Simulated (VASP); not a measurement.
# La2AlF (P6/mmm) in VASP: further runs, part 2 of 2

VASP 6.6.1. Earlier steps stand in the parts before.

### 3 Single point, PBE

This run uses another cell than the first one, of 24.92 Å³/atom, 1.136 times its volume.

INCAR

```
SYSTEM = La2AlF
ALGO     = Normal         ! electronic algorithm
EDIFF    = 1E-7           ! SCF threshold, eV
ENCUT    = 520            ! plane-wave cutoff, eV
GGA      = PE             ! functional
ISIF     = 2              ! what is computed and relaxed
ISMEAR   = 0              ! smearing method
LASPH    = .True.         ! aspherical terms in the spheres
LCHARG   = .False.        ! write CHGCAR
LREAL    = .False.        ! projectors in reciprocal space
LWAVE    = .False.        ! write WAVECAR
NBANDS   = 24             ! bands
NELM     = 100            ! most SCF steps
PREC     = Accurate       ! precision mode
SIGMA    = 0.1            ! smearing width, eV
```

KPOINTS

```
k-points
0
Gamma
  6 6 4
  0 0 0
```

POSCAR

```
La2AlF
1.0
    5.5175958334      0.0000000000      0.0000000000
   -2.7587979167      4.7783781595      0.0000000000
    0.0000000000      0.0000000000      3.7801789241
La Al F
2 1 1
Direct
    0.3333333333      0.6666666667      0.0000000000
    0.6666666667      0.3333333333      0.0000000000
    0.0000000000      0.0000000000      0.5000000000
    0.0000000000      0.0000000000      0.0000000000
```

Potentials or basis: VASP PAW PBE potentials, release 64 (La, Al, F).

Launch:

```console
$ cat potpaw_PBE.64/La/POTCAR potpaw_PBE.64/Al/POTCAR potpaw_PBE.64/F/POTCAR > POTCAR
$ mpirun -np 1 vasp_std > vasp.out
```

OUTCAR:

```text
SYSTEM = La2AlF
   EDIFF = 1E-7
   ENCUT = 520
   GGA = PE
   ISIF = 2
   ISMEAR = 0
   LASPH = .True.
   LREAL = .False.
   NELM = 100
   PREC = Accurate

 ion  position               nearest neighbor table
   1  0.333  0.667  0.000-   2 3.19   2 3.19   2 3.19
   2  0.667  0.333  0.000-   1 3.19   1 3.19   1 3.19
   3  0.000  0.000  0.500-   4 1.89   4 1.89
   4  0.000  0.000  0.000-   3 1.89   3 1.89

[... 760 lines left out ...]

  FORCE on cell =-STRESS in cart. coord.  units (eV):
  Direction    XX          YY          ZZ          XY          YZ          ZX
  --------------------------------------------------------------------------------------
  -------------------------------------------------------------------------------------
  Total       -0.0525921     -0.0525921     -0.0450791      0.0000000     -0.0000000      0.0000000
  in kB       -0.8454509     -0.8454509     -0.7246748      0.0000000     -0.0000000      0.0000000
  external PRESSURE =      -0.8051922 kB  Pullay stress =       0.0000000 kB

 VOLUME and BASIS-vectors are now :
 -----------------------------------------------------------------------------
  energy-cutoff  :      520.00
  volume of cell :       99.67
      direct lattice vectors                 reciprocal lattice vectors
     5.517595833  0.000000000  0.000000000     0.181238356  0.104638014  0.000000000
    -2.758797917  4.778378159  0.000000000     0.000000000  0.209276028  0.000000000
     0.000000000  0.000000000  3.780178924     0.000000000  0.000000000  0.264537743

 POSITION                                       TOTAL-FORCE (eV/Angst)
 -----------------------------------------------------------------------------------
     -0.00000      3.18559      0.00000         0.000000      0.000000     -0.000000
      2.75880      1.59279      0.00000        -0.000000      0.000000      0.000000
      0.00000      0.00000      1.89009        -0.000000      0.000000      0.000000
      0.00000      0.00000      0.00000        -0.000000      0.000000      0.000000
 -----------------------------------------------------------------------------------
    total drift:                               -0.000000      0.000000      0.000000

  FREE ENERGIE OF THE ION-ELECTRON SYSTEM (eV)
  ---------------------------------------------------
  free  energy   TOTEN  =       -18.1098134954 eV

  energy  without entropy=      -18.0831745632  energy(sigma->0) =      -18.09649403
```

Wall time 46 s (1 thread of Intel Xeon Platinum 8375C at 2.90GHz (Ice Lake), shared host); peak memory 0.25 GiB.

What came out:

| Quantity | Value |
| --- | --- |
| Free energy | -18.1098 eV |
| Pressure | -0.1 GPa |
| Band gap on the k mesh | zero (band 16 reaches 7.99 eV, above the bottom of band 17 at 7.04 eV) |

Caveat: the k points lie up to 0.42 Å⁻¹ apart; spin-orbit coupling is left out, which moves the levels of the heavy elements.

### 4 Relaxation of cell and atoms, PBE

INCAR

```
SYSTEM = La2AlF
PREC = Accurate
ENCUT = 600
EDIFF = 1E-6
ISMEAR = 0
SIGMA = 0.1
LREAL = .FALSE.
LASPH = .TRUE.
NELM = 80
ALGO = Normal
ISIF = 3
LWAVE = .FALSE.
LCHARG = .FALSE.
GGA = PE
IBRION = 2
NSW = 90
EDIFFG = -0.04
```

KPOINTS

```
regular mesh
0
G
  6 6 4
  0 0 0
```

POSCAR

```
La2AlF
1.0
    4.9754248800      0.0000000000      0.0000000000
   -2.4877124400      4.3088443400      0.0000000000
    0.0000000000      0.0000000000      4.0941327700
La Al F
2 1 1
Direct
    0.3333333300      0.6666666700      0.0000000000
    0.6666666700      0.3333333300      0.0000000000
    0.0000000000      0.0000000000      0.5000000000
    0.0000000000      0.0000000000      0.0000000000
```

Launch:

```console
$ cat potpaw_PBE.64/La/POTCAR potpaw_PBE.64/Al/POTCAR potpaw_PBE.64/F/POTCAR > POTCAR
$ mpirun -np 1 vasp_std > vasp.out
```

Wall time 3.9 min (1 thread of Intel Xeon Platinum 8375C at 2.90GHz (Ice Lake), shared host); peak memory 0.27 GiB.

Results (log left out):

| Item | Value |
| --- | --- |
| Free energy | -18.1067 eV |
| Relaxed volume | 24.87 Å³/atom |
| Relaxed cell | a = 5.514 Å, b = 5.514 Å, c = 3.778 Å, α = 90.00°, β = 90.00°, γ = 120.00° |
| Space group after relaxing (to 0.05 Å) | P6/mmm (No. 191) |
| Energy gained by relaxing | 173.7 meV/atom |
| Ionic steps | 7 |
| Pressure after relaxing | 0.0 GPa |
| Band gap on the k mesh | zero (band 16 reaches 8.01 eV, above the bottom of band 17 at 7.05 eV) |

Step by step:
| step | energy change (eV) | largest force (eV/Å) | pressure (GPa) | volume (Å³) |
| --- | --- | --- | --- | --- |
| 1 | 0.0000 | 0.0000 | 7.25 | 87.77 |
| 2 | -0.5480 | 0.0000 | -1.12 | 100.74 |
| 3 | -0.5642 | 0.0000 | -2.39 | 104.06 |
| 4 | -0.6882 | 0.0000 | -0.81 | 100.95 |
| 5 | -0.6936 | 0.0000 | -0.37 | 100.25 |
| 6 | -0.6937 | 0.0000 | -0.31 | 100.17 |
| 7 | -0.6946 | 0.0000 | -0.03 | 99.48 |

Final structure:
```
CELL_PARAMETERS angstrom
5.51376 0.00000 0.00000
-2.75688 4.77506 0.00000
0.00000 0.00000 3.77829
ATOMIC_POSITIONS crystal
La 0.33333 0.66667 0.00000
La 0.66667 0.33333 0.00000
Al 0.00000 0.00000 0.50000
F 0.00000 0.00000 0.00000
```

Levels at points of the mesh, in eV from the Fermi level:
| k point | band 13 | band 14 | band 15 | band 16 | band 17 | band 18 | band 19 | band 20 |
| --- | --- | --- | --- | --- | --- | --- | --- | --- |
| (0.00, 0.00, 0.00) | -4.47 | -0.61 | 0.32 | 0.32 | 1.06 | 1.21 | 1.32 | 1.32 |
| (0.50, 0.00, 0.00) | -3.44 | -1.83 | -0.84 | -0.38 | 0.53 | 0.58 | 0.97 | 1.25 |
| (0.00, 0.00, 0.50) | -1.46 | -1.16 | -1.16 | -0.64 | -0.64 | -0.53 | 1.25 | 1.27 |
| (0.50, 0.00, 0.50) | -2.44 | -2.22 | -0.85 | -0.56 | 0.26 | 0.95 | 1.12 | 1.26 |

Caveat: the k points lie up to 0.42 Å⁻¹ apart in the final cell; spin-orbit coupling is left out, which moves the levels of the heavy elements.

### 5 Summary

```csv
task,cell,cutoff (eV),gap on the mesh (eV),pressure (GPa)
single point,"a = 4.975, b = 4.975, c = 4.094 Å, angles 90.0, 90.0, 120.0°, 4 atoms",520,none,7.3
single point,"a = 5.518, b = 5.518, c = 3.780 Å, angles 90.0, 90.0, 120.0°, 4 atoms",520,none,-0.1
relaxation of cell and atoms,"relaxed from a = 4.975, b = 4.975, c = 4.094 Å, angles 90.0, 90.0, 120.0°, 4 atoms",600,none,0.0
```

Alike in all rows: level PBE; potentials or basis VASP PAW PBE potentials, release 64 (La, Al, F); no spin polarisation; k mesh 6 × 6 × 4; smearing gaussian 0.1 eV.

Caveats: all runs use coarse meshes; spin-orbit coupling is left out, which moves the levels of the heavy elements.

Absolute energies hang on the potentials; compare differences alone.
